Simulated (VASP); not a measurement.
Here is a VASP 6.6.1 calculation.

File INCAR:

```
ALGO = Normal
DIPOL = 0.5 0.5 0.500
EDIFF = 1E-7
ENCUT = 520
GGA = PS
IDIPOL = 3
ISIF = 2
ISMEAR = 0
LASPH = True
LCHARG = False
LDIPOL = True
LREAL = Auto
LWAVE = False
NBANDS = 82
NELM = 60
PREC = Accurate
SIGMA = 0.05
```

The input KPOINTS:

```
k-points
0
Gamma
  7 7 1
```

File POSCAR:

```
Ba4Ti3O10
1.0
    3.9698693943      0.0000000000      0.0000000000
    0.0000000000      3.9698693943      0.0000000000
    0.0000000000      0.0000000000     26.9096081829
Ba O Ti
4 10 3
Direct
    0.5000000000      0.5000000000      0.2787108586
    0.5000000000      0.5000000000      0.4262369529
    0.5000000000      0.5000000000      0.5737630471
    0.5000000000      0.5000000000      0.7212891414
    0.0000000000      0.0000000000      0.2787108586
    0.5000000000      0.0000000000      0.3524739057
    0.0000000000      0.5000000000      0.3524739057
    0.0000000000      0.0000000000      0.4262369529
    0.5000000000      0.0000000000      0.5000000000
    0.0000000000      0.5000000000      0.5000000000
    0.0000000000      0.0000000000      0.5737630471
    0.5000000000      0.0000000000      0.6475260943
    0.0000000000      0.5000000000      0.6475260943
    0.0000000000      0.0000000000      0.7212891414
    0.0000000000      0.0000000000      0.3524739057
    0.0000000000      0.0000000000      0.5000000000
    0.0000000000      0.0000000000      0.6475260943
```

Potentials or basis: VASP PAW PBE potentials, release 64 (Ba_sv, O, Ti_sv).

Command:

```sh
$ cat potpaw_PBE.64/Ba_sv/POTCAR potpaw_PBE.64/O/POTCAR potpaw_PBE.64/Ti_sv/POTCAR > POTCAR
$ mpirun -np 1 vasp_std > vasp.out
```

Task: Estimate the largest force.

Result: 1.054 eV/Å.

Task: Estimate the band gap on the k mesh.

Result: 1.87 eV (least direct gap 1.92 eV).

Forces on the atoms (eV/Å):
```
Ba   0.000  0.000  0.509
Ba   0.000  0.000  0.117
Ba   0.000  0.000 -0.117
Ba   0.000  0.000 -0.509
O    0.000  0.000  0.371
O    0.000  0.000 -0.160
O    0.000  0.000 -0.160
O    0.000  0.000  0.183
O    0.000  0.000  0.000
O    0.000  0.000  0.000
O    0.000  0.000 -0.183
O    0.000  0.000  0.160
O    0.000  0.000  0.160
O    0.000  0.000 -0.371
Ti   0.000  0.000 -1.054
Ti   0.000  0.000  0.000
Ti   0.000  0.000  1.054
```

Caveat: the PAW data sets were made with another functional, which shifts forces and pressure a little; spin-orbit coupling is left out, which moves the levels of the heavy elements.
